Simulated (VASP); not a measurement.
# Pb in VASP: a series of runs, part 2 of 2

VASP 6.6.1. The steps go on from the part before.

## (3) Single point, PBE

This run uses another cell than the first one: it holds 3 atoms, not 1.

File INCAR:

```
PREC = Accurate
ENCUT = 400
EDIFF = 1E-6
ISMEAR = 1
SIGMA = 0.05
LREAL = F
LASPH = T
NELM = 120
ALGO = Normal
ISIF = 2
LWAVE = F
LCHARG = F
LDIPOL = T
IDIPOL = 3
DIPOL = 0.5 0.5 0.500
GGA = PE
NBANDS = 28
GGA_COMPAT = F
NELMDL = -8
```

File KPOINTS:

```
regular mesh
0
Gamma
  5 5 1
```

File POSCAR:

```
Pb
1.0
    3.5002070000      0.0000000000      0.0000000000
    0.0000000000      3.5002070000      0.0000000000
    0.0000000000      0.0000000000     16.9500402105
Pb
3
Direct
    0.0000000000      0.0000000000      0.3539814611
    0.5000000000      0.5000000000      0.5000000000
    1.0000000000      1.0000000000      0.6460185389
```

Potentials or basis: VASP PAW PBE potentials, release 64 (Pb_d).

Started as:

```sh
$ cat potpaw_PBE.64/Pb_d/POTCAR > POTCAR
$ mpirun -np 1 vasp_std > vasp.out
```

OUTCAR:

```text
PREC = Accurate
   ENCUT = 400
   EDIFF = 1E-6
   ISMEAR = 1
   LREAL = F
   LASPH = T
   NELM = 120
   ISIF = 2
   GGA = PE
   NELMDL = -8

 ion  position               nearest neighbor table
   1  0.000  0.000  0.354-   2 3.50   2 3.50   2 3.50   2 3.50
   2  0.500  0.500  0.500-   1 3.50   3 3.50   1 3.50   3 3.50   1 3.50   3 3.50   1 3.50   3 3.50

   3  0.000  0.000  0.646-   2 3.50   2 3.50   2 3.50   2 3.50

  LATTYP: Found a simple tetragonal cell.
 ALAT       =     3.5002070000
 C/A-ratio  =     4.8425822274

  Lattice vectors:

 A1 = (   3.5002070000,   0.0000000000,   0.0000000000)
 A2 = (   0.0000000000,   3.5002070000,   0.0000000000)
 A3 = (   0.0000000000,   0.0000000000,  16.9500402105)

Analysis of symmetry for initial positions (statically):
=====================================================================
 Subroutine PRICEL returns:
 Original cell was already a primitive cell.

 Routine SETGRP: Setting up the symmetry group for a
 simple tetragonal supercell.

 Subroutine GETGRP returns: Found 16 space group operations
 (whereof 16 operations were pure point group operations)
 out of a pool of 16 trial point group operations.

The static configuration has the point symmetry D_4h.

Analysis of symmetry for dynamics (positions and initial velocities):
=====================================================================
 Subroutine PRICEL returns:
 Original cell was already a primitive cell.

 Routine SETGRP: Setting up the symmetry group for a
 simple tetragonal supercell.

 Subroutine GETGRP returns: Found 16 space group operations
 (whereof 16 operations were pure point group operations)
 out of a pool of 16 trial point group operations.

The dynamic configuration has the point symmetry D_4h.

 Subroutine INISYM returns: Found 16 space group operations
 (whereof 16 operations are pure point group operations),
 and found     1 'primitive' translations

----------------------------------------------------------------------------------------

                                     Primitive cell

  volume of cell :     207.6626

  direct lattice vectors                    reciprocal lattice vectors
     3.500207000  0.000000000  0.000000000     0.285697389  0.000000000  0.000000000
     0.000000000  3.500207000  0.000000000     0.000000000  0.285697389  0.000000000
     0.000000000  0.000000000 16.950040210     0.000000000  0.000000000  0.058996910

  length of vectors
     3.500207000  3.500207000 16.950040210     0.285697389  0.285697389  0.058996910

  position of ions in fractional coordinates (direct lattice)
     0.000000000  0.000000000  0.353981461
     0.500000000  0.500000000  0.500000000
     0.000000000  0.000000000  0.646018539

  ion indices of the primitive-cell ions
   primitive index   ion index
                 1           1
                 2           2
                 3           3

----------------------------------------------------------------------------------------

 KPOINTS: regular mesh

Automatic generation of k-mesh.
 Grid dimensions read from file:
 generate k-points for:    5    5    1

 Generating k-lattice:

  Cartesian coordinates                     Fractional coordinates (reciprocal lattice)
     0.057139478  0.000000000  0.000000000     0.200000000  0.000000000  0.000000000
     0.000000000  0.057139478  0.000000000     0.000000000  0.200000000  0.000000000
     0.000000000  0.000000000  0.058996910     0.000000000  0.000000000  1.000000000

  Length of vectors
     0.057139478  0.057139478  0.058996910

  Shift w.r.t. Gamma in fractional coordinates (k-lattice)
     0.000000000  0.000000000  0.000000000

 Subroutine IBZKPT returns following result:
 ===========================================

 Found      6 irreducible k-points:

 Following reciprocal coordinates:
            Coordinates               Weight
  0.000000  0.000000  0.000000      1.000000
  0.200000  0.000000  0.000000      4.000000
  0.400000  0.000000  0.000000      4.000000
  0.200000  0.200000  0.000000      4.000000
  0.400000  0.200000  0.000000      8.000000
  0.400000  0.400000  0.000000      4.000000
   k-points           NKPTS =      6   k-points in BZ     NKDIM =      6   number of bands    NBANDS=     28
   number of dos      NEDOS =    301   number of ions     NIONS =      3
   total plane-waves  NPLWV =  64512
   dimension x,y,z NGX =    24 NGY =   24 NGZ =  112
   dimension x,y,z NGXF=    48 NGYF=   48 NGZF=  224
   ions per type =               3
   NGX,Y,Z   is equivalent  to a cutoff of  11.40, 11.40, 10.98 a.u.
   NGXF,Y,Z  is equivalent  to a cutoff of  22.80, 22.80, 21.97 a.u.
 SYSTEM =  unknown system
   PREC   = accura    normal or accurate (medium, high low for compatibility)
   ISTART =      0    job   : 0-new  1-cont  2-samecut
   ICHARG =      2    charge: 1-file 2-atom 10-const
   ISPIN  =      1    spin polarized calculation?
   LNONCOLLINEAR =      F non collinear calculations
   LSORBIT =      F    spin-orbit coupling
   LASPH  =      T    aspherical Exc in radial PAW
   ENCUT  =  400.0 eV  29.40 Ry    5.42 a.u.   5.71  5.71 27.64*2*pi/ulx,y,z
   NELM   =    120;   NELMIN=  2; NELMDL= -8     # of ELM steps
   EDIFF  = 0.1E-05   stopping-criterion for ELM
   LREAL  =      F    real-space projection
   EDIFFG = 0.1E-04   stopping-criterion for IOM
   NSW    =      0    number of steps for IOM
   IBRION =     -1    ionic relax: 0-MD 1-quasi-New 2-CG
   NFREE  =      0    steps in history (QN), initial steepest desc. (CG)
   ISIF   =      2    stress and relaxation
   ISYM   =      2    0-nonsym 1-usesym 2-fastsym
   POTIM  = 0.5000    time-step for ionic-motion
   TEBEG  =    0.0;   TEEND  =   0.0 temperature during run
   PSTRESS=    0.0 pullay stress
   NELECT =      42.0000    total number of electrons
   NUPDOWN=      -1.0000    fix difference up-down
   EMIN   =  10.00;   EMAX   =-10.00  energy-range for DOS
   EFERMI =   0.00;   METHOD = LEGACY
   ISMEAR =     1;   SIGMA  =   0.05  broadening in eV -4-tet -1-fermi 0-gaus
   EFERMI_NEDOS =   21; number of points for ismear=-14 and -15
   IALGO  =     38    algorithm
   IMIX   =      4    mixing-type and parameters
     AMIX     =   0.40;   BMIX     =  1.00
     AMIX_MAG =   1.60;   BMIX_MAG =  1.00
  volume/ion in A,a.u.               =      69.22       467.13
  Fermi-wavevector in a.u.,A,eV,Ry     =   0.960960  1.815951 12.564213  0.923444
  Thomas-Fermi vector in A             =   2.090290
   LORBIT       =      0    0 simple, 1 ext, 2 COOP (PROOUT), +10 PAW based schemes
   GGA     = PE    functional components
   LHFCALC =     F    Hartree Fock is set to
   AEXX    =    0.0000 exact exchange contribution
   IVDW    =     0    specifies the selected vdW correction
   LEPSILON=     F    determine dielectric tensor
   LRPA    =     F    only Hartree local field effects (RPA)
 non-spin polarized calculation
 Methfessel and Paxton  Order N= 1 SIGMA  =   0.05
  energy-cutoff  :      400.00
  volume of cell :      207.66
 maximum number of plane-waves:      3803
 NGX is ok and might be reduce to    24

 dipolmoment           0.000000      0.000000      0.000000 electrons x Angstroem

 number of electron      41.9999983 magnetization

 dipolmoment           0.000000      0.000000     -0.000000 electrons x Angstroem

 Free energy of the ion-electron system (eV)
  ---------------------------------------------------
  ext. energy  EPLUGINS =         0.00000000
  ---------------------------------------------------
  free energy    TOTEN  =       -10.16630182 eV

  energy without entropy =      -10.16360134  energy(sigma->0) =      -10.16540166

 E-fermi :   1.2171     XC(G=0):  -5.3896

 val. band max:        1.0454245745   @ k =   0.4000   0.4000   0.0000
 cond. band min:       1.2223326102   @ k =   0.2000   0.2000   0.0000
 fundamental gap:      0.1769080357
 Fermi energy:         1.2170943888

 k-point     1 :       0.0000    0.0000    0.0000
  band No.  band energies     occupation
      1     -15.9587      2.00000
      2     -15.9371      2.00000
      3     -15.9234      2.00000
      4     -15.8929      2.00000
      5     -15.8164      2.00000
      6     -15.8164      2.00000
[... 175 lines left out ...]
     27       3.6094      0.00000
     28       6.6308      0.00000

------------------------ aborting loop because EDIFF is reached ----------------------------------------

 vacuum level on the upper side and lower side of the slab       (xc-potential included)        -0.376        -0.376

  FORCE on cell =-STRESS in cart. coord.  units (eV):
  Direction    XX          YY          ZZ          XY          YZ          ZX
  --------------------------------------------------------------------------------------
  -------------------------------------------------------------------------------------
  Total       -0.5342589     -0.5342589     -0.0669954      0.0000000     -0.0000000     -0.0000000
  in kB       -4.1219639     -4.1219639     -0.5168889      0.0000000     -0.0000000     -0.0000000
  external PRESSURE =      -2.9202722 kB  Pullay stress =       0.0000000 kB

 VOLUME and BASIS-vectors are now :
 -----------------------------------------------------------------------------
  energy-cutoff  :      400.00
  volume of cell :      207.66
      direct lattice vectors                 reciprocal lattice vectors
     3.500207000  0.000000000  0.000000000     0.285697389  0.000000000  0.000000000
     0.000000000  3.500207000  0.000000000     0.000000000  0.285697389  0.000000000
     0.000000000  0.000000000 16.950040210     0.000000000  0.000000000  0.058996910

 POSITION                                       TOTAL-FORCE (eV/Angst)
 -----------------------------------------------------------------------------------
      0.00000      0.00000      6.00000         0.000000     -0.000000      0.004529
      1.75010      1.75010      8.47502        -0.000000      0.000000      0.000000
      0.00000      0.00000     10.95004         0.000000      0.000000     -0.004529
 -----------------------------------------------------------------------------------
    total drift:                                0.000000      0.000000     -0.000000

  FREE ENERGIE OF THE ION-ELECTRON SYSTEM (eV)
  ---------------------------------------------------
  free  energy   TOTEN  =       -10.1663018190 eV

  energy  without entropy=      -10.1636013361  energy(sigma->0) =      -10.16540166

 vacuum level on the upper side and lower side of the slab         4.397         4.397
```

It took 28 s on 1 thread of Intel Xeon Platinum 8259CL at 2.50GHz (Skylake/Cascade Lake), shared host; peak memory 0.23 GiB.

Results:

```
Free energy            : -10.1663 eV
Largest force          : 0.005 eV/Å
Band gap on the k mesh : zero (band 21 reaches 3.91 eV, above the bottom of band 22 at 0.46 eV)
```

Forces on the atoms (eV/Å):
```
Pb   0.000  0.000  0.005
Pb   0.000  0.000  0.000
Pb   0.000  0.000 -0.005
```

Levels at points of the mesh, in eV from the Fermi level:
```
           k point  band 16  band 17  band 18  band 19  band 20  band 21  band 22  band 23  band 24  band 25
(0.00, 0.00, 0.00)   -11.21    -9.84    -7.84    -2.30     0.21     2.70     2.70     2.79     3.17     4.28
```

Caveat: spin-orbit coupling is left out, which moves the levels of the heavy elements.
